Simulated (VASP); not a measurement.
CdTe, 2 atoms in the cell. It takes space group I-4m2 (No. 119, tetragonal). Conventional cell: a = 4.490 Å, b = 4.490 Å, c = 6.881 Å, α = 90.00°, β = 90.00°, γ = 90.00°. Cd (site symmetry -4m2) has 4 Te at 2.83 Å within 3.7 Å. Te (site symmetry -4m2) has 4 Cd at 2.83 Å within 3.7 Å.  This cell differs from its parent crystal: volume 34.678 Å^3 an atom, c/a of the conventional cell 1.0837.

```yaml
Program: VASP 6.6.1
Task: single point
Functional: LDA
Potentials_or_basis: VASP PAW LDA potentials, release 64 (Cd, Te)
Cutoff: 520 eV
k_mesh: 8 × 8 × 8
Occupations: gaussian, width 0.05 eV
Spin: no spin polarisation
Dipole_correction: no
Further_INCAR_settings: ALGO = Normal; EDIFF = 1e-06; NBANDS = 16
```

Potentials or basis: VASP PAW LDA potentials, release 64 (Cd, Te).

Launch:

```console
$ cat potpaw_LDA.64/Cd/POTCAR potpaw_LDA.64/Te/POTCAR > POTCAR
$ mpirun -np 1 vasp_std > vasp.out
```

Hardware: 1 thread of Intel(R) Xeon(R) Platinum 8488C (Sapphire Rapids), on a shared host.

Problem. Estimate the wall time of this run.

Solution. Wall time 49 s on 1 thread of Intel(R) Xeon(R) Platinum 8488C (Sapphire Rapids), on a shared host, peak memory 0.21 GiB. Counts: scf iterations 12, k points 59.
